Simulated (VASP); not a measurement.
Crystal: NaF.

```
Na F
1.0
     0.00000    2.28589    2.28589
     2.28589    0.00000    2.28589
     2.28589    2.28589    0.00000
Na F
1 1
Direct
  0.00000 0.00000 0.00000
  0.50000 0.50000 0.50000
```

Base run:

```yaml
Program: VASP 6.6.1
Functional: PBEsol
Potentials_or_basis: VASP PAW PBE potentials, release 64 (Na_pv, F)
Cutoff: 600 eV
k_mesh: 8 × 8 × 8
Occupations: gaussian, width 0.1 eV
Spin: no spin polarisation
```

Its results: band gap on the k mesh 6.38 eV, direct; pressure 1.9 GPa.

Task: The run is repeated on the same cell with these changes: functional from PBEsol to PBE; cutoff from 600 eV to 520 eV; further incar settings from ALGO = Normal; EDIFF = 1e-06; NBANDS = 14 to ALGO = Normal; EDIFF = 1e-07; NBANDS = 14. What comes out?

Result: Band gap on the k mesh 6.52 eV, direct; pressure 4.5 GPa.

Caveats: the PAW data sets were made with another functional, which shifts forces and pressure a little (some runs).

